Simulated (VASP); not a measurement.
# MgO (P3m1) in VASP: a series of runs

Runs on MgO. Level: PBEsol. Tasks: single point.

Program: VASP 6.6.1. These are calculated values, not measurements. Logs are shortened: lines on timing, memory, paths and dates and some standing lists are left out, and cuts for length are marked.

### Step 1. The cell of the first run

The structure is trigonal, space group P3m1 (No. 156). The conventional cell has a = 2.938 Å, b = 2.938 Å, c = 2.680 Å, α = 90.00°, β = 90.00°, γ = 120.00°. Mg (site symmetry 3m) has 6 O at 1.99 to 2.36 Å within 2.6 Å. Within 2.6 Å of O (site symmetry 3m) lie 6 Mg at 1.99 to 2.36 Å.

### Step 2. Single point, PBEsol

Input file INCAR:

```
SYSTEM = MgO
PREC = Accurate
ENCUT = 520
EDIFF = 1E-6
ISMEAR = 0
SIGMA = 0.05
LREAL = .False.
LASPH = .True.
NELM = 80
ALGO = Normal
ISIF = 2
LWAVE = .False.
LCHARG = .True.
GGA = PS
LELF = .True.
LVHAR = .True.
NBANDS = 11
```

Input file KPOINTS:

```
regular mesh
0
Gamma
  9 9 8
  0 0 0
```

Input file POSCAR:

```
MgO
1.0
    2.9380209034      0.0000000000      0.0000000000
   -1.4690104517      2.5444007392      0.0000000000
    0.0000000000      0.0000000000      2.6796800000
Mg O
1 1
Direct
    0.0000000000      0.0000000000      0.0000000000
    0.3333333333      0.6666666667      0.6119536661
```

Potentials or basis: VASP PAW PBE potentials, release 64 (Mg, O).

The run is started by

```sh
$ cat potpaw_PBE.64/Mg/POTCAR potpaw_PBE.64/O/POTCAR > POTCAR
$ mpirun -np 1 vasp_std > vasp.out
```

OUTCAR:

```text
SYSTEM = MgO
   PREC = Accurate
   ENCUT = 520
   EDIFF = 1E-6
   ISMEAR = 0
   LREAL = .False.
   LASPH = .True.
   NELM = 80
   ISIF = 2
   GGA = PS

 ion  position               nearest neighbor table
   1  0.000  0.000  0.000-   2 1.99   2 1.99   2 1.99   2 2.36   2 2.36   2 2.36
   2  0.333  0.667  0.612-   1 1.99   1 1.99   1 1.99   1 2.36   1 2.36   1 2.36

  LATTYP: Found a hexagonal cell.
 ALAT       =     2.9380209034
 C/A-ratio  =     0.9120697531

  Lattice vectors:

 A1 = (   2.9380209034,   0.0000000000,   0.0000000000)
 A2 = (  -1.4690104517,   2.5444007392,   0.0000000000)
 A3 = (   0.0000000000,   0.0000000000,   2.6796800000)

Analysis of symmetry for initial positions (statically):
=====================================================================
 Subroutine PRICEL returns:
 Original cell was already a primitive cell.

 Routine SETGRP: Setting up the symmetry group for a
 hexagonal supercell.

 Subroutine GETGRP returns: Found  6 space group operations
 (whereof  6 operations were pure point group operations)
 out of a pool of 24 trial point group operations.

The static configuration has the point symmetry C_3v.

Analysis of symmetry for dynamics (positions and initial velocities):
=====================================================================
 Subroutine PRICEL returns:
 Original cell was already a primitive cell.

 Routine SETGRP: Setting up the symmetry group for a
 hexagonal supercell.

 Subroutine GETGRP returns: Found  6 space group operations
 (whereof  6 operations were pure point group operations)
 out of a pool of 24 trial point group operations.

The dynamic configuration has the point symmetry C_3v.

 Subroutine INISYM returns: Found  6 space group operations
 (whereof  6 operations are pure point group operations),
 and found     1 'primitive' translations

----------------------------------------------------------------------------------------

                                     Primitive cell

  volume of cell :      20.0320

  direct lattice vectors                    reciprocal lattice vectors
     2.938020903  0.000000000  0.000000000     0.340365175  0.196509926  0.000000000
    -1.469010452  2.544400739  0.000000000     0.000000000  0.393019851  0.000000000
     0.000000000  0.000000000  2.679680000     0.000000000  0.000000000  0.373178887

  length of vectors
     2.938020903  2.938020903  2.679680000     0.393019851  0.393019851  0.373178887

  position of ions in fractional coordinates (direct lattice)
     0.000000000  0.000000000  0.000000000
[... 87 lines left out ...]
   TEBEG  =    0.0;   TEEND  =   0.0 temperature during run
   PSTRESS=    0.0 pullay stress
   NELECT =       8.0000    total number of electrons
   NUPDOWN=      -1.0000    fix difference up-down
   EMIN   =  10.00;   EMAX   =-10.00  energy-range for DOS
   EFERMI =   0.00;   METHOD = LEGACY
   ISMEAR =     0;   SIGMA  =   0.05  broadening in eV -4-tet -1-fermi 0-gaus
   EFERMI_NEDOS =   21; number of points for ismear=-14 and -15
   IALGO  =     38    algorithm
   IMIX   =      4    mixing-type and parameters
     AMIX     =   0.40;   BMIX     =  1.00
     AMIX_MAG =   1.60;   BMIX_MAG =  1.00
  volume/ion in A,a.u.               =      10.02        67.59
  Fermi-wavevector in a.u.,A,eV,Ry     =   1.205583  2.278221 19.775115  1.453430
  Thomas-Fermi vector in A             =   2.341275
   LORBIT       =      0    0 simple, 1 ext, 2 COOP (PROOUT), +10 PAW based schemes
   GGA     = PS    functional components
   LHFCALC =     F    Hartree Fock is set to
   AEXX    =    0.0000 exact exchange contribution
   IVDW    =     0    specifies the selected vdW correction
   LEPSILON=     F    determine dielectric tensor
   LRPA    =     F    only Hartree local field effects (RPA)
 non-spin polarized calculation
 Gauss-broadening in eV      SIGMA  =   0.05
  energy-cutoff  :      520.00
  volume of cell :       20.03
 maximum number of plane-waves:       562
 NGX is ok and might be reduce to    24
   NGX = 11   NGY = 11   NGZ =  9

 number of electron       8.0000000 magnetization

 Free energy of the ion-electron system (eV)
  ---------------------------------------------------
  ext. energy  EPLUGINS =         0.00000000
  ---------------------------------------------------
  free energy    TOTEN  =       -11.65870937 eV

  energy without entropy =      -11.65870937  energy(sigma->0) =      -11.65870937

 E-fermi :   3.5495     XC(G=0): -10.9153

 val. band max:        3.2404427553   @ k =   0.3333   0.3333   0.0000
 cond. band min:       6.0531574181   @ k =   0.0000   0.0000   0.0000
 fundamental gap:      2.8127146627
 Fermi energy:         3.5495495281

 k-point     1 :       0.0000    0.0000    0.0000
  band No.  band energies     occupation
      1     -14.2575      2.00000
      2       2.4023      2.00000
      3       2.4023      2.00000
      4       2.7191      2.00000
      5       6.0532      0.00000
      6      15.4773      0.00000
      7      18.6509      0.00000
      8      18.6509      0.00000
      9      20.9308      0.00000
     10      25.7910      0.00000
     11      25.7910      0.00000
[... 309 lines left out ...]
 k-point    24 :      -0.1111    0.3333    0.1250
  band No.  band energies     occupation
      1     -13.5194      2.00000
      2      -0.3386      2.00000
      3       1.7839      2.00000
      4       2.2624      2.00000
      5       9.3765      0.00000
      6      13.9759      0.00000
      7      17.3880      0.00000
      8      19.0322      0.00000
      9      21.1224      0.00000
     10      25.0376      0.00000
     11      27.5804      0.00000

 [... further k-points ...]

------------------------ aborting loop because EDIFF is reached ----------------------------------------

  FORCE on cell =-STRESS in cart. coord.  units (eV):
  Direction    XX          YY          ZZ          XY          YZ          ZX
  --------------------------------------------------------------------------------------
  -------------------------------------------------------------------------------------
  Total        0.3726796      0.3726796      0.5162431      0.0000000     -0.0000000      0.0000000
  in kB       29.8073152     29.8073152     41.2896802      0.0000000     -0.0000000      0.0000000
  external PRESSURE =      33.6347702 kB  Pullay stress =       0.0000000 kB

 VOLUME and BASIS-vectors are now :
 -----------------------------------------------------------------------------
  energy-cutoff  :      520.00
  volume of cell :       20.03
      direct lattice vectors                 reciprocal lattice vectors
     2.938020903  0.000000000  0.000000000     0.340365175  0.196509926  0.000000000
    -1.469010452  2.544400739  0.000000000     0.000000000  0.393019851  0.000000000
     0.000000000  0.000000000  2.679680000     0.000000000  0.000000000  0.373178887

 POSITION                                       TOTAL-FORCE (eV/Angst)
 -----------------------------------------------------------------------------------
      0.00000      0.00000      0.00000        -0.000000     -0.000000      1.080339
     -0.00000      1.69627      1.63984         0.000000      0.000000     -1.080339
 -----------------------------------------------------------------------------------
    total drift:                                0.000000     -0.000000     -0.000572

  FREE ENERGIE OF THE ION-ELECTRON SYSTEM (eV)
  ---------------------------------------------------
  free  energy   TOTEN  =       -11.6587093713 eV

  energy  without entropy=      -11.6587093713  energy(sigma->0) =      -11.65870937
```

Wall time 12 s (1 thread of Intel Xeon Platinum 8375C at 2.90GHz (Ice Lake), shared host); peak memory 0.14 GiB.

What came out:

```
Free energy            : -11.6587 eV
Pressure               : 3.4 GPa
Largest force          : 1.080 eV/Å
Band gap on the k mesh : 2.81 eV, indirect (least direct gap 3.33 eV)
```

Forces in eV/Å, atoms in the order of the input:
```
Mg   0.000  0.000  1.080
O    0.000  0.000 -1.080
```

Stress tensor (GPa, compression positive):
```
2.98 0.00 0.00
0.00 2.98 0.00
0.00 0.00 4.13
```

Levels at points of the mesh, in eV from the valence-band top:
```csv
k point,band 2,band 3,band 4,band 5,band 6,band 7
"(0.00, 0.00, 0.00)",-0.84,-0.84,-0.52,2.81,12.24,15.41
"(0.00, 0.00, 0.50)",-5.42,-0.34,-0.34,8.05,9.01,17.34
```

Caveat: the cell differs from its parent crystal (all O atoms moved -0.300 Å, as atom 2 towards its neighbour atom 2 (O) at 2.680 Å); the PAW data sets were made with another functional, which shifts forces and pressure a little.

### Step 3. Single point, PBEsol

Input file INCAR:

```
PREC = Accurate ; ENCUT = 520
EDIFF = 1E-6 ; ISMEAR = 0
SIGMA = 0.05 ; LREAL = F
LASPH = T ; NELM = 80
ALGO = Normal ; ISIF = 2
LWAVE = F ; LCHARG = T
GGA = PS ; LELF = T
LVHAR = T ; NBANDS = 11
```

Input file KPOINTS:

```
regular mesh
0
Gamma
  9 9 8
```

Changes to POSCAR since step 2:

```diff
@@ -9,2 +9,2 @@
     0.0000000000      0.0000000000      0.0000000000
-    0.3333333333      0.6666666667      0.6119536661
+    0.3333333333      0.6666666667      0.4160347504
```

Potentials or basis: VASP PAW PBE potentials, release 64 (Mg, O).

The run is started by

```sh
$ cat potpaw_PBE.64/Mg/POTCAR potpaw_PBE.64/O/POTCAR > POTCAR
$ mpirun -np 1 vasp_std > vasp.out
```

It took 12 s on 1 thread of Intel Xeon Platinum 8375C at 2.90GHz (Ice Lake), shared host; peak memory 0.14 GiB.

The run converged. Its results:

- Free energy: -11.7288 eV
- Pressure: 0.1 GPa
- Largest force: 0.792 eV/Å
- Band gap on the k mesh: 2.86 eV, indirect (least direct gap 3.33 eV)

Forces on the atoms (eV/Å):
```
Mg   0.000  0.000 -0.792
O    0.000  0.000  0.792
```

Stress tensor (GPa, compression positive):
```
-0.19  0.00  0.00
 0.00 -0.19  0.00
 0.00  0.00  0.56
```

Levels at points of the mesh, in eV from the valence-band top:
| k point | band 2 | band 3 | band 4 | band 5 | band 6 | band 7 |
| --- | --- | --- | --- | --- | --- | --- |
| (0.00, 0.00, 0.00) | -0.74 | -0.74 | -0.47 | 2.86 | 12.00 | 15.42 |
| (0.00, 0.00, 0.50) | -5.42 | -0.24 | -0.24 | 8.10 | 8.97 | 17.37 |

Caveat: the cell differs from its parent crystal (all O atoms moved +0.225 Å, as atom 2 towards its neighbour atom 2 (O) at 2.680 Å); the PAW data sets were made with another functional, which shifts forces and pressure a little. A k mesh can miss the band edges.
